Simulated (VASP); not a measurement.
# PbSe in VASP: further runs

Aim: see how the results for PbSe move with the level of theory and the settings. Levels: PBEsol, PBE. Tasks: single point.

All numbers are computed with VASP 6.6.1; they aren't measurements. Logs are shortened: lines on timing, memory, paths and dates and some standing lists are left out, and cuts for length are marked.

## (1) The cell of the first run

The cell holds a slab with vacuum, 4 atoms: a = 4.415 Å, b = 4.415 Å, c = 12.399 Å, α = 100.23°, β = 100.23°, γ = 90.13°.

## (2) Single point, PBEsol

INCAR

```
SYSTEM = PbSe
ALGO = Normal ; EDIFF = 1E-6
ENCUT = 520 ; GGA = PS
ISIF = 2 ; ISMEAR = -1
LASPH = .True. ; LCHARG = .False.
LREAL = .False. ; LWAVE = .False.
NBANDS = 28 ; NELM = 60
PREC = Accurate ; SIGMA = 0.05
```

KPOINTS

```
k-points
0
Gamma
  6 6 3
  0 0 0
```

POSCAR

```
PbSe
1.0
    4.4148899595      0.0000000000      0.0000000000
   -0.0103110241      4.4148779187      0.0000000000
   -2.2022894676     -2.2074389594     12.0007990000
Pb Se
2 2
Direct
    0.8068400000      0.8073040000      0.6184430000
    0.1854540000      0.1998100000      0.3823760000
    0.2873320000      0.3231460000      0.6231940000
    0.6842660000      0.6998950000      0.3779650000
```

Potentials or basis: VASP PAW PBE potentials, release 64 (Pb_d, Se).

The run is started by

```
$ cat potpaw_PBE.64/Pb_d/POTCAR potpaw_PBE.64/Se/POTCAR > POTCAR
$ mpirun -np 1 vasp_std > vasp.out
```

OUTCAR:

```text
SYSTEM = PbSe
   EDIFF = 1E-6
   ENCUT = 520
   GGA = PS
   ISIF = 2
   ISMEAR = -1
   LASPH = .True.
   LREAL = .False.
   NELM = 60
   PREC = Accurate

 ion  position               nearest neighbor table
   1  0.807  0.807  0.618-   4 2.89   3 3.02   3 3.09   3 3.15   3 3.24
   2  0.185  0.200  0.382-   3 2.89   4 3.11   4 3.12   4 3.13   4 3.13
   3  0.287  0.323  0.623-   2 2.89   1 3.02   1 3.09   1 3.15   1 3.24
   4  0.684  0.700  0.378-   1 2.89   2 3.11   2 3.12   2 3.13   2 3.13

  LATTYP: Found a face centered orthorhombic cell.
 ALAT       =     6.2363020000
 B/A-ratio  =     1.0023382447
 C/A-ratio  =     3.8486907786

  Lattice vectors:

 A1 = (  -2.2126004917,   2.2074389593,  12.0007990000)
 A2 = (   2.2022894678,   2.2074389593,  12.0007990000)
 A3 = (  -0.0103110241,   4.4148779187,   0.0000000000)

Analysis of symmetry for initial positions (statically):
=====================================================================
 Subroutine PRICEL returns:
 Original cell was already a primitive cell.

 Routine SETGRP: Setting up the symmetry group for a
 face centered orthorhombic supercell.

 Subroutine GETGRP returns: Found  1 space group operations
 (whereof  1 operations were pure point group operations)
 out of a pool of  8 trial point group operations.

The static configuration has the point symmetry C_1 .

Analysis of symmetry for dynamics (positions and initial velocities):
=====================================================================
 Subroutine PRICEL returns:
 Original cell was already a primitive cell.

 Routine SETGRP: Setting up the symmetry group for a
 face centered orthorhombic supercell.

 Subroutine GETGRP returns: Found  1 space group operations
 (whereof  1 operations were pure point group operations)
 out of a pool of  8 trial point group operations.

The dynamic configuration has the point symmetry C_1 .

 Subroutine INISYM returns: Found  1 space group operations
 (whereof  1 operations are pure point group operations),
 and found     1 'primitive' translations

----------------------------------------------------------------------------------------

                                     Primitive cell

  volume of cell :     233.9100

  direct lattice vectors                    reciprocal lattice vectors
     4.414889959  0.000000000  0.000000000     0.226506212  0.000529009  0.041663893
    -0.010311024  4.414877919  0.000000000     0.000000000  0.226506830  0.041663893
    -2.202289468 -2.207438959 12.000799000     0.000000000  0.000000000  0.083327785

  length of vectors
     4.414889959  4.414889959 12.399275878     0.230306804  0.230306804  0.083327785

  position of ions in fractional coordinates (direct lattice)
     0.806840000  0.807304000  0.618443000
     0.185454000  0.199810000  0.382376000
     0.287332000  0.323146000  0.623194000
     0.684266000  0.699895000  0.377965000

  ion indices of the primitive-cell ions
   primitive index   ion index
                 1           1
                 2           2
                 3           3
                 4           4

----------------------------------------------------------------------------------------

 KPOINTS: k-points

Automatic generation of k-mesh.
 Grid dimensions read from file:
 generate k-points for:    6    6    3

 Generating k-lattice:

  Cartesian coordinates                     Fractional coordinates (reciprocal lattice)
     0.037751035  0.000088168  0.006943982     0.166666667  0.000000000  0.000000000
     0.000000000  0.037751138  0.006943982     0.000000000  0.166666667  0.000000000
     0.000000000  0.000000000  0.027775928     0.000000000  0.000000000  0.333333333

  Length of vectors
     0.038384467  0.038384467  0.027775928

  Shift w.r.t. Gamma in fractional coordinates (k-lattice)
     0.000000000  0.000000000  0.000000000

 -----------------------------------------------------------------------------
|                                                                             |
|           W    W    AA    RRRRR   N    N  II  N    N   GGGG   !!!           |
|           W    W   A  A   R    R  NN   N  II  NN   N  G    G  !!!           |
|           W    W  A    A  R    R  N N  N  II  N N  N  G       !!!           |
|           W WW W  AAAAAA  RRRRR   N  N N  II  N  N N  G  GGG   !            |
|           WW  WW  A    A  R   R   N   NN  II  N   NN  G    G                |
|           W    W  A    A  R    R  N    N  II  N    N   GGGG   !!!           |
|                                                                             |
|     Your reciprocal lattice and k-lattice belong to different lattice       |
|     classes:                                                                |
|                                                                             |
|        The reciprocal lattice is body-centered orthorhombic,                |
|        whereas your k-lattice is base-centered monoclinic.                  |
|                                                                             |
|     Results are often still useful ...                                      |
|                                                                             |
 -----------------------------------------------------------------------------

 WARNING: IBZKPT: internal override: KBLOWUP is changed to .FALSE.
      ... skipping the blow-up phase ...

 Subroutine IBZKPT returns following result:
 ===========================================

 Found     56 irreducible k-points:

 Following reciprocal coordinates:
            Coordinates               Weight
  0.000000  0.000000  0.000000      1.000000
  0.166667 -0.000000 -0.000000      2.000000
  0.333333 -0.000000  0.000000      2.000000
  0.500000 -0.000000  0.000000      1.000000
  0.000000  0.166667  0.000000      2.000000
  0.166667  0.166667  0.000000      2.000000
[... 16 lines left out ...]
  0.333333 -0.000000  0.333333      2.000000
  0.500000 -0.000000  0.333333      2.000000
 [... further k-points ...]
   k-points           NKPTS =     56   k-points in BZ     NKDIM =     56   number of bands    NBANDS=     28
   number of dos      NEDOS =    301   number of ions     NIONS =      4
   total plane-waves  NPLWV = 124416
   dimension x,y,z NGX =    36 NGY =   36 NGZ =   96
   dimension x,y,z NGXF=    72 NGYF=   72 NGZF=  192
   ions per type =               2   2
   NGX,Y,Z   is equivalent  to a cutoff of  13.56, 13.56, 12.87 a.u.
   NGXF,Y,Z  is equivalent  to a cutoff of  27.11, 27.11, 25.74 a.u.
 SYSTEM =  PbSe
   PREC   = accura    normal or accurate (medium, high low for compatibility)
   ISTART =      0    job   : 0-new  1-cont  2-samecut
   ICHARG =      2    charge: 1-file 2-atom 10-const
   ISPIN  =      1    spin polarized calculation?
   LNONCOLLINEAR =      F non collinear calculations
   LSORBIT =      F    spin-orbit coupling
   LASPH  =      T    aspherical Exc in radial PAW
   ENCUT  =  520.0 eV  38.22 Ry    6.18 a.u.   8.21  8.21 23.05*2*pi/ulx,y,z
   NELM   =     60;   NELMIN=  2; NELMDL= -5     # of ELM steps
   EDIFF  = 0.1E-05   stopping-criterion for ELM
   LREAL  =      F    real-space projection
   EDIFFG = 0.1E-04   stopping-criterion for IOM
   NSW    =      0    number of steps for IOM
   IBRION =     -1    ionic relax: 0-MD 1-quasi-New 2-CG
   NFREE  =      0    steps in history (QN), initial steepest desc. (CG)
   ISIF   =      2    stress and relaxation
   ISYM   =      2    0-nonsym 1-usesym 2-fastsym
   POTIM  = 0.5000    time-step for ionic-motion
   TEBEG  =    0.0;   TEEND  =   0.0 temperature during run
   PSTRESS=    0.0 pullay stress
   NELECT =      40.0000    total number of electrons
   NUPDOWN=      -1.0000    fix difference up-down
   EMIN   =  10.00;   EMAX   =-10.00  energy-range for DOS
   EFERMI =   0.00;   METHOD = LEGACY
   ISMEAR =    -1;   SIGMA  =   0.05  broadening in eV -4-tet -1-fermi 0-gaus
   EFERMI_NEDOS =   21; number of points for ismear=-14 and -15
   IALGO  =     38    algorithm
   IMIX   =      4    mixing-type and parameters
     AMIX     =   0.40;   BMIX     =  1.00
     AMIX_MAG =   1.60;   BMIX_MAG =  1.00
  volume/ion in A,a.u.               =      58.48       394.63
  Fermi-wavevector in a.u.,A,eV,Ry     =   0.908682  1.717160 11.234370  0.825703
  Thomas-Fermi vector in A             =   2.032637
   LORBIT       =      0    0 simple, 1 ext, 2 COOP (PROOUT), +10 PAW based schemes
   GGA     = PS    functional components
   LHFCALC =     F    Hartree Fock is set to
   AEXX    =    0.0000 exact exchange contribution
   IVDW    =     0    specifies the selected vdW correction
   LEPSILON=     F    determine dielectric tensor
   LRPA    =     F    only Hartree local field effects (RPA)
 non-spin polarized calculation
  energy-cutoff  :      520.00
  volume of cell :      233.91
 maximum number of plane-waves:      6320
 NGX is ok and might be reduce to    36
   NGX = 17   NGY = 17   NGZ = 45

 number of electron      40.0000000 magnetization

 Free energy of the ion-electron system (eV)
  ---------------------------------------------------
  ext. energy  EPLUGINS =         0.00000000
  ---------------------------------------------------
  free energy    TOTEN  =       -17.29416412 eV

  energy without entropy =      -17.29416404  energy(sigma->0) =      -17.29416408

 E-fermi :   0.4414     XC(G=0):  -5.6367

 val. band max:       -0.3284433814   @ k =   0.0000   0.5000   0.0000
 cond. band min:       1.1835947268   @ k =   0.0000   0.5000   0.0000
 fundamental gap:      1.5120381081
 Fermi energy:         0.4414235087

 k-point     1 :       0.0000    0.0000    0.0000
  band No.  band energies     occupation
      1     -16.6457      2.00000
      2     -16.5614      2.00000
      3     -16.5583      2.00000
      4     -16.5504      2.00000
      5     -16.5501      2.00000
      6     -16.5417      2.00000
[... 20 lines left out ...]
     27       5.2212      0.00000
     28       5.2674      0.00000

 k-point     2 :       0.1667   -0.0000   -0.0000
  band No.  band energies     occupation
      1     -16.6347      2.00000
      2     -16.5596      2.00000
      3     -16.5560      2.00000
      4     -16.5515      2.00000
      5     -16.5499      2.00000
      6     -16.5465      2.00000
[... 674 lines left out ...]
 k-point    24 :       0.5000   -0.0000    0.3333
  band No.  band energies     occupation
      1     -16.5927      2.00000
      2     -16.5737      2.00000
      3     -16.5638      2.00000
      4     -16.5561      2.00000
      5     -16.5521      2.00000
      6     -16.5401      2.00000
[... 20 lines left out ...]
     27       5.5832      0.00000
     28       6.1213      0.00000

 [... further k-points ...]

------------------------ aborting loop because EDIFF is reached ----------------------------------------

  FORCE on cell =-STRESS in cart. coord.  units (eV):
  Direction    XX          YY          ZZ          XY          YZ          ZX
  --------------------------------------------------------------------------------------
  -------------------------------------------------------------------------------------
  Total       -2.2671157     -2.2765722     -2.3727605      0.0138462      0.0384024      0.2028766
  in kB      -15.5287150    -15.5934881    -16.2523341      0.0948404      0.2630392      1.3896127
  external PRESSURE =     -15.7915124 kB  Pullay stress =       0.0000000 kB

 VOLUME and BASIS-vectors are now :
 -----------------------------------------------------------------------------
  energy-cutoff  :      520.00
  volume of cell :      233.91
      direct lattice vectors                 reciprocal lattice vectors
     4.414889959  0.000000000  0.000000000     0.226506212  0.000529009  0.041663893
    -0.010311024  4.414877919  0.000000000     0.000000000  0.226506830  0.041663893
    -2.202289468 -2.207438959 12.000799000     0.000000000  0.000000000  0.083327785

 POSITION                                       TOTAL-FORCE (eV/Angst)
 -----------------------------------------------------------------------------------
      2.19180      2.19897      7.42181        -0.003391      0.015109     -0.432465
     -0.02540      0.03807      4.58882         0.000512     -0.014125      0.454778
     -0.10725      0.05099      7.47883         0.072269     -0.001551     -0.379322
      2.18135      2.25562      4.53588        -0.069390      0.000567      0.357010
 -----------------------------------------------------------------------------------
    total drift:                               -0.000380     -0.000365     -0.000335

  FREE ENERGIE OF THE ION-ELECTRON SYSTEM (eV)
  ---------------------------------------------------
  free  energy   TOTEN  =       -17.2941641243 eV

  energy  without entropy=      -17.2941640417  energy(sigma->0) =      -17.29416408
```

Run time: 2.4 min. Hardware: 1 thread of Intel Xeon 6975P-C (Granite Rapids), shared host; peak memory 0.53 GiB.

What came out:

```yaml
Free_energy: -17.2942 eV
Largest_force: 0.455 eV/Å
Band_gap_on_the_k_mesh: 1.51 eV, direct
```

Forces on the atoms (eV/Å):
```
Pb  -0.003  0.015 -0.432
Pb   0.001 -0.014  0.455
Se   0.072 -0.002 -0.379
Se  -0.069  0.001  0.357
```

Levels at points of the mesh, in eV from the valence-band top:
| k point | band 18 | band 19 | band 20 | band 21 | band 22 | band 23 |
| --- | --- | --- | --- | --- | --- | --- |
| (0.00, 0.00, 0.00) | -1.28 | -1.27 | -0.39 | 2.14 | 4.04 | 4.51 |
| (0.50, 0.00, 0.00) | -0.73 | -0.04 | -0.02 | 1.53 | 1.55 | 2.43 |
| (0.00, 0.50, 0.00) | -0.77 | -0.04 | 0.00 | 1.51 | 1.56 | 2.49 |
| (0.50, 0.50, 0.00) | -2.65 | -1.27 | -1.26 | 3.55 | 3.58 | 5.13 |

Caveat: the PAW data sets were made with another functional, which shifts forces and pressure a little; spin-orbit coupling is left out, which moves the levels of the heavy elements.

## (3) Single point, PBE

INCAR

```
PREC = Accurate
ENCUT = 520
EDIFF = 1E-6
ISMEAR = -1
SIGMA = 0.05
LREAL = False
LASPH = True
NELM = 60
ALGO = Normal
ISIF = 2
LWAVE = False
LCHARG = False
GGA = PE
NBANDS = 28
```

KPOINTS

```
regular mesh
0
Gamma
  6 6 3
```

POSCAR is that of step 2.

Potentials or basis: VASP PAW PBE potentials, release 64 (Pb_d, Se).

The run is started by

```
$ cat potpaw_PBE.64/Pb_d/POTCAR potpaw_PBE.64/Se/POTCAR > POTCAR
$ mpirun -np 1 vasp_std > vasp.out
```

It took 2.9 min on 1 thread of Intel Xeon 6975P-C (Granite Rapids), shared host; peak memory 0.53 GiB.

Results (log left out):

```yaml
Free_energy: -16.0890 eV
Largest_force: 0.244 eV/Å
Band_gap_on_the_k_mesh: 1.56 eV, direct
```

Forces in eV/Å, atoms in the order of the input:
```
Pb  -0.025  0.028 -0.221
Pb   0.003 -0.012  0.244
Se   0.091 -0.014 -0.195
Se  -0.070 -0.001  0.172
```

Levels at points of the mesh, in eV from the valence-band top:
| k point | band 16 | band 17 | band 18 | band 19 | band 20 | band 21 | band 22 | band 23 | band 24 | band 25 |
| --- | --- | --- | --- | --- | --- | --- | --- | --- | --- | --- |
| (0.00, 0.00, 0.00) | -2.22 | -2.20 | -1.29 | -1.28 | -0.41 | 2.11 | 3.87 | 4.59 | 4.81 | 4.99 |
| (0.50, 0.00, 0.00) | -1.55 | -0.87 | -0.75 | -0.04 | -0.02 | 1.58 | 1.60 | 2.46 | 2.63 | 2.88 |
| (0.00, 0.50, 0.00) | -1.60 | -0.84 | -0.79 | -0.04 | 0.00 | 1.56 | 1.61 | 2.52 | 2.58 | 2.92 |
| (0.50, 0.50, 0.00) | -3.79 | -2.65 | -2.64 | -1.29 | -1.27 | 3.53 | 3.57 | 5.17 | 5.19 | 5.53 |

Caveat: spin-orbit coupling is left out, which moves the levels of the heavy elements.
